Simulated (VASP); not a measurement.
The system is WS2.

```
W S
1.0
     3.18422    0.00000    0.00000
    -1.59211    2.75762    0.00000
     0.00000    0.00000   12.97828
W S
2 4
Direct
  0.33333 0.66667 0.25000
  0.66667 0.33333 0.75000
  0.33333 0.66667 0.62980
  0.66667 0.33333 0.12980
  0.33333 0.66667 0.87020
  0.66667 0.33333 0.37020
```

- Program: VASP 6.6.1
- Task: relaxation of cell and atoms
- Functional: PBEsol
- Potentials or basis: VASP PAW PBE potentials, release 64 (W_sv, S)
- Cutoff: 600 eV
- k mesh: 12 × 12 × 2
- Occupations: gaussian, width 0.02 eV
- Spin: no spin polarisation

At the start: pressure -2.8 GPa; volume 18.99 Å³/atom.

Problem. How do energy, volume and symmetry change on relaxing?

Solution. Over 23 steps the energy falls by 5.3 meV/atom and the volume is 18.15 Å³/atom (-4.4 %); space group P6_3/mmc (No. 194, to 0.1 Å) before and after.

Step by step:
| step | energy change (eV) | largest force (eV/Å) | pressure (GPa) | volume (Å³) |
| --- | --- | --- | --- | --- |
| 1 | 0.0000 | 0.0929 | -2.77 | 113.96 |
| 2 | 0.0334 | 0.7215 | 5.55 | 108.61 |
| 3 | -0.0223 | 0.2104 | 0.23 | 111.85 |
| 4 | -0.0276 | 0.0527 | -0.18 | 111.47 |
| 5 | -0.0285 | 0.0191 | -0.07 | 111.58 |
| 6 | -0.0286 | 0.0244 | -0.02 | 111.47 |
| 7 | -0.0289 | 0.0444 | 0.21 | 111.14 |
| 8 | -0.0288 | 0.0830 | 0.62 | 110.49 |
| 9 | -0.0289 | 0.0600 | 0.37 | 110.88 |
| 10 | -0.0290 | 0.0590 | 0.35 | 110.87 |
| 11 | -0.0290 | 0.0581 | 0.36 | 110.84 |
| 12 | -0.0291 | 0.0547 | 0.35 | 110.79 |
| 13 | -0.0294 | 0.0495 | 0.32 | 110.67 |
| 14 | -0.0298 | 0.0383 | 0.30 | 110.45 |
| 15 | -0.0304 | 0.0160 | 0.23 | 110.00 |
| 16 | -0.0309 | 0.0271 | 0.10 | 109.10 |
| 17 | -0.0313 | 0.0202 | 0.06 | 109.03 |
| 18 | -0.0315 | 0.0075 | -0.05 | 108.91 |
| 19 | -0.0315 | 0.0077 | -0.04 | 108.92 |
| 20 | -0.0315 | 0.0144 | 0.00 | 108.98 |
| 21 | -0.0315 | 0.0093 | -0.03 | 108.93 |
| 22 | -0.0315 | 0.0084 | -0.04 | 108.92 |
| 23 | -0.0315 | 0.0021 | 0.01 | 108.89 |

Final structure:
```cif
data_structure
_symmetry_space_group_name_H-M 'P 1'
_symmetry_Int_Tables_number 1
_cell_length_a 3.1468
_cell_length_b 3.1468
_cell_length_c 12.6980
_cell_angle_alpha 90.000
_cell_angle_beta 90.000
_cell_angle_gamma 120.000
_cell_volume 108.89
loop_
_atom_site_label
_atom_site_type_symbol
_atom_site_fract_x
_atom_site_fract_y
_atom_site_fract_z
_atom_site_occupancy
W1 W 0.33333 0.66667 0.25000 1
W2 W 0.66667 0.33333 0.75000 1
S1 S 0.33333 0.66667 0.62650 1
S2 S 0.66667 0.33333 0.12650 1
S3 S 0.33333 0.66667 0.87350 1
S4 S 0.66667 0.33333 0.37350 1
```

Caveat: the PAW data sets were made with another functional, which shifts forces and pressure a little; this functional lacks dispersion, which binds layers or chains, so the pressure and a relaxed spacing across them are unreliable.
